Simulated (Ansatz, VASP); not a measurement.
**Two plane-wave programs on H**

Contents of INCAR:

```
SYSTEM = H
  PREC = Accurate
  ENCUT = 520
  EDIFF = 1E-7
  ISMEAR = -1
  SIGMA = 0.05
  LREAL = .FALSE.
  LASPH = .TRUE.
  NELM = 60
  ALGO = Normal
  ISIF = 2
  LWAVE = .FALSE.
  LCHARG = .TRUE.
  GGA = PE
  LELF = .TRUE.
  LVHAR = .TRUE.
  NBANDS = 10
```

The input KPOINTS:

```
regular mesh
0
G
  7 7 7
  0 0 0
```

The input POSCAR:

```
H
1.0
    2.5880245824     -2.5322126611      0.0000000000
    2.5880245824      2.5322126611      0.0000000000
    0.0000000000      0.0000000000      4.0858406245
H
4
Direct
    0.0467043700      0.9532956300      0.9314911100
    0.5467043700      0.4532956300      0.5685088900
    0.4532956300      0.5467043700      0.4314911100
    0.9532956300      0.0467043700      0.0685088900
```

File input.yaml:

```yaml
crystal:
  lattice:
    - [2.5880245824, -2.5322126611, 0.0]
    - [2.5880245824, 2.5322126611, 0.0]
    - [0.0, 0.0, 4.0858406245]
  atoms:
    - { symbol: H, position: [0.04670437, 0.95329563, 0.93149111] }
    - { symbol: H, position: [0.54670437, 0.45329563, 0.56850889] }
    - { symbol: H, position: [0.45329563, 0.54670437, 0.43149111] }
    - { symbol: H, position: [0.95329563, 0.04670437, 0.06850889] }
hamiltonian:
  xc: pbe
  pseudopotentials: { kind: paw }
kpoints:
  mp_grid: { grid: [7, 7, 7] }
scf:
  occupations: { method: fermi_dirac, width: 0.05 }
output:
  forces: true
  stress: true
  eigenvalues: true
```

Alike in both runs: task single point; functional PBE; k mesh 7 × 7 × 7; occupations fermi-dirac, width 0.05 eV; no spin polarisation.

|  | VASP | Ansatz |
| --- | --- | --- |
| version | VASP 6.6.1 | Ansatz 0.2.0 |
| potentials or method | VASP PAW PBE potentials, release 64 (H) | Ansatz PAW |
| plane-wave cutoff (eV) | 520 | 420 |
| valence electrons in the cell | 4 | 4 |

```tsv
	VASP	Ansatz	Ansatz less VASP
gap on the k mesh at the Fermi level (eV)	9.41	9.41	+0.002
least direct gap on the mesh (eV)	10.03	10.03	+0.002
pressure (GPa)	0.9	1.1	+0.20
traceless stress, the component that is largest in VASP (GPa)	-0.90	-0.93	-0.037
rms of the force components (eV/Å)	0.363	0.371	+0.0078
```

Atom by atom the forces differ by 0.008 eV/Å (rms over components).

Noted on Ansatz's run: odd divisions of the mesh miss points on the zone boundary, where band edges often lie, so the gap on the mesh can be too wide.
